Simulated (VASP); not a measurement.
Here is a VASP 6.6.1 calculation.

The input INCAR:

```
SYSTEM = Sb
PREC = Accurate
ENCUT = 520
EDIFF = 1E-6
ISMEAR = 0
SIGMA = 0.026000000000000002
LREAL = .FALSE.
LASPH = .TRUE.
NELM = 80
ALGO = Normal
ISIF = 2
LWAVE = .FALSE.
LCHARG = .FALSE.
GGA = PE
NBANDS = 8
```

KPOINTS

```
Automatic mesh
0
G
  10 10 10
  0 0 0
```

POSCAR

```
Sb
1.0
   -1.8713408863      1.8713408863      1.8713408863
    1.8713408863     -1.8713408863      1.8713408863
    1.8713408863      1.8713408863     -1.8713408863
Sb
1
Direct
    0.0000000000      0.0000000000      0.0000000000
```

Potentials or basis: VASP PAW PBE potentials, release 64 (Sb).

Command:

```bash
$ cat potpaw_PBE.64/Sb/POTCAR > POTCAR
$ mpirun -np 1 vasp_std > vasp.out
```

(1) Estimate the pressure.

## Answers

(1) 3.0 GPa.
